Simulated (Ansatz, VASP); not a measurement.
## HfB: VASP beside Ansatz

```xyz
2
Lattice="0.0000 2.4170 2.4170 2.4170 0.0000 2.4170 2.4170 2.4170 0.0000" Properties=species:S:1:pos:R:3 pbc="T T T"
Hf    2.4170    2.4170    2.4170
B     0.0000    0.0000    0.0000
```

Alike in both runs: functional PBE; k mesh 20 × 20 × 20; occupations gaussian, width 0.1 eV; no spin polarisation.

Ansatz relaxed the structure, and its values are those at the end. VASP's run is a single point on that final structure, the one shown.

```csv
,VASP,Ansatz
version,VASP 6.6.1,Ansatz 0.2.0
potentials or method,"VASP PAW PBE potentials, release 64 (Hf_pv, B), cutoff 500 eV","scalar-relativistic, plane waves, PAW"
valence electrons in the cell,13,29
```

```tsv
	VASP	Ansatz	Ansatz less VASP
gap on the k mesh at the Fermi level (eV)	none	none	-
pressure (GPa)	0.0	0.0	-0.04
```

A gap of «none» marks a metal or a gap that the smearing closes. VASP's potentials hold 13 valence electrons a cell and Ansatz's 29, so a difference there can come from the potentials and not from the codes.

Neither program's run includes spin-orbit coupling.
